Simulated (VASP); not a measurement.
The system is GaN.

```xyz
8
Lattice="3.1539 -0.0008 -0.0062 -1.5777 2.8506 -0.0087 -0.0203 -0.0443 10.5354" Properties=species:S:1:pos:R:3 pbc="T T T"
Ga    0.0244    1.8851    5.2565
Ga   -0.0339    1.8922   10.5674
Ga    1.5857    0.9211    2.6201
Ga    1.4999    0.8973    7.8863
N    -0.0933    1.8838    1.9545
N     0.0526    1.9377    7.1728
N     1.6090    0.9353    4.6313
N     1.5639    0.8361    9.8947
```

```yaml
Program: VASP 6.6.1
Task: relaxation of cell and atoms
Functional: PBE
Potentials_or_basis: VASP PAW PBE potentials, release 64 (Ga_d, N)
Cutoff: 600 eV
k_mesh: 6 × 6 × 2
Occupations: gaussian, width 0.1 eV
Spin: no spin polarisation
```

At the start: pressure -0.3 GPa; volume 11.84 Å³/atom.

Q: How do energy, volume and symmetry change on relaxing?

A: Over 16 steps the energy falls by 41.6 meV/atom and the volume is 11.75 Å³/atom (-0.7 %); space group P1 (No. 1, to 0.1 Å) before, P6_3mc (No. 186, to 0.1 Å).

Step by step:
```csv
step,energy change (eV),largest force (eV/Å),pressure (GPa),volume (Å³)
1,0.0000,1.5172,-0.33,94.70
2,-0.2777,0.7132,-0.47,94.34
3,-0.2778,0.6903,-0.48,94.35
4,-0.3186,0.2399,0.41,93.81
5,-0.3192,0.2264,0.26,93.87
6,-0.3272,0.0837,-0.10,94.07
7,-0.3274,0.1106,-0.18,94.11
8,-0.3293,0.0664,0.07,93.97
9,-0.3294,0.0757,0.15,93.94
10,-0.3306,0.0538,-0.04,94.03
11,-0.3310,0.0764,-0.19,94.09
12,-0.3319,0.0441,0.13,93.96
13,-0.3321,0.0502,0.26,93.89
14,-0.3325,0.0369,-0.11,94.07
15,-0.3325,0.0382,-0.08,94.06
16,-0.3327,0.0208,0.02,94.02
```

Final structure:
```
CELL_PARAMETERS angstrom
3.21765 -0.00051 -0.00005
-1.60905 2.78744 -0.00010
-0.00025 -0.00019 10.48410
ATOMIC_POSITIONS crystal
Ga 0.33437 0.66760 0.49957
Ga 0.33162 0.66643 0.99951
Ga 0.66572 0.33216 0.24960
Ga 0.66809 0.33371 0.74961
N 0.33224 0.66552 0.18787
N 0.33526 0.66732 0.68798
N 0.66767 0.33427 0.43794
N 0.66503 0.33300 0.93791
```
